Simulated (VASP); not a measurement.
A run of VASP 6.6.1:

Contents of INCAR:

```
SYSTEM = SnO2
ALGO     = Normal         ! electronic algorithm
EDIFF    = 1E-6           ! SCF threshold, eV
ENCUT    = 520            ! plane-wave cutoff, eV
GGA      = PE             ! functional
ISIF     = 2              ! what is computed and relaxed
ISMEAR   = 0              ! smearing method
LASPH    = .TRUE.         ! aspherical terms in the spheres
LCHARG   = .FALSE.        ! write CHGCAR
LREAL    = .FALSE.        ! projectors in reciprocal space
LWAVE    = .FALSE.        ! write WAVECAR
NBANDS   = 35             ! bands
NELM     = 60             ! most SCF steps
PREC     = Accurate       ! precision mode
SIGMA    = 0.05           ! smearing width, eV
```

The input KPOINTS:

```
k-points
0
G
  6 6 10
  0 0 0
```

Contents of POSCAR:

```
SnO2
1.0
    4.8269640372      0.0000000000      0.0000000000
    0.0000000000      4.8269640372      0.0000000000
    0.0000000000      0.0000000000      3.2383351411
Sn O
2 4
Direct
    0.0000000000      0.0000000000      0.0000000000
    0.5000000000      0.5000000000      0.5000000000
    0.3065715028      0.3065715028      0.0000000000
    0.1934284972      0.8065715028      0.5000000000
    0.6934284972      0.6934284972      0.0000000000
    0.8065715028      0.1934284972      0.5000000000
```

Potentials or basis: VASP PAW PBE potentials, release 64 (Sn_d, O).

Command:

```sh
$ cat potpaw_PBE.64/Sn_d/POTCAR potpaw_PBE.64/O/POTCAR > POTCAR
$ mpirun -np 1 vasp_std > vasp.out
```

Hardware: 1 thread of AMD EPYC 7R13 Processor (Zen 3), with other jobs on the host.

Task: Estimate the wall time of this run.

Result: It took 2.1 min on 1 thread of AMD EPYC 7R13 Processor (Zen 3), on a shared host, peak memory 0.23 GiB. Counts: scf iterations 14, k points 60.
